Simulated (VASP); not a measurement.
Write the native input for VASP 6.6.1 that does the following.

- Task: relaxation of the atoms
- Functional: r2SCAN
- Potentials or basis: VASP PAW PBE potentials, release 64 (Zn, F)
- Cutoff: 580 eV
- k mesh: 6 × 6 × 8
- Occupations: gaussian, width 0.02 eV
- Spin: no spin polarisation
- Dipole correction: no
- Further INCAR settings: ALGO = Normal; EDIFF = 1e-07; IBRION = 2; EDIFFG = -0.008; NSW = 60

The system is ZnF2.

```
CELL_PARAMETERS angstrom
4.79656 0.00000 0.00000
0.00000 4.79656 0.00000
0.00000 0.00000 3.18990
ATOMIC_POSITIONS crystal
Zn 0.50000 0.50000 0.50000
Zn 0.00000 0.00000 0.00000
F 0.69584 0.69584 0.00000
F 0.80416 0.19584 0.50000
F 0.30416 0.30416 0.00000
F 0.19584 0.80416 0.50000
```

This cell differs from its parent crystal: equal strain along all axes, cell held: +2.0 %.

The input as run:

POSCAR

```
ZnF2
1.0
    4.7965565068      0.0000000000      0.0000000000
    0.0000000000      4.7965565068      0.0000000000
    0.0000000000      0.0000000000      3.1898972997
Zn F
2 4
Direct
    0.5000000000      0.5000000000      0.5000000000
    0.0000000000      0.0000000000      0.0000000000
    0.6958385971      0.6958385971      0.0000000000
    0.8041614029      0.1958385971      0.5000000000
    0.3041614029      0.3041614029      0.0000000000
    0.1958385971      0.8041614029      0.5000000000
```

INCAR.step1

```
SYSTEM = ZnF2
  ALGO = Normal
  EDIFF = 1E-5
  EDIFFG = -0.01
  ENCUT = 580
  GGA = PE
  GGA_COMPAT = .FALSE.
  IBRION = 2
  ISMEAR = 0
  KPAR = 4
  LASPH = .TRUE.
  LCHARG = .FALSE.
  LREAL = .FALSE.
  LWAVE = .TRUE.
  NELM = 120
  NELMIN = 4
  NSW = 100
  PREC = Accurate
  SIGMA = 0.02
```

INCAR.step2

```
SYSTEM = ZnF2
  ALGO = Normal
  EDIFF = 1E-7
  EDIFFG = -0.008
  ENCUT = 580
  GGA_COMPAT = .FALSE.
  IBRION = 2
  ISIF = 2
  ISMEAR = 0
  ISTART = 1
  KPAR = 4
  LASPH = .TRUE.
  LCHARG = .FALSE.
  LMIXTAU = .TRUE.
  LREAL = .FALSE.
  LWAVE = .FALSE.
  METAGGA = R2SCAN
  NELM = 120
  NELMIN = 4
  NSW = 60
  PREC = Accurate
  SIGMA = 0.02
```

KPOINTS

```
k-points
0
G
  6 6 8
  0 0 0
```

Potentials or basis: VASP PAW PBE potentials, release 64 (Zn, F).

The run is started by

```console
$ cat potpaw_PBE.64/Zn/POTCAR potpaw_PBE.64/F/POTCAR > POTCAR
$ cp INCAR.step1 INCAR
$ mpirun -np 4 vasp_std > vasp.out
$ cp INCAR.step2 INCAR
$ mpirun -np 4 vasp_std > vasp.out
```

Results of the run:

```yaml
Energy_gained_by_relaxing: 0.1 meV/atom
Ionic_steps: 4
Pressure_after_relaxing: -5.8 GPa
Band_gap_on_the_k_mesh: 4.16 eV
```

Caveat: the cell differs from its parent crystal (equal strain along all axes, cell held: +2.0 %); the PAW data sets were made with another functional, which shifts forces and pressure a little.

Wall time 4.5 min on 4 MPI ranks on Intel(R) Xeon(R) Platinum 8488C (Sapphire Rapids) (shared host), peak memory 0.27 GiB a rank.
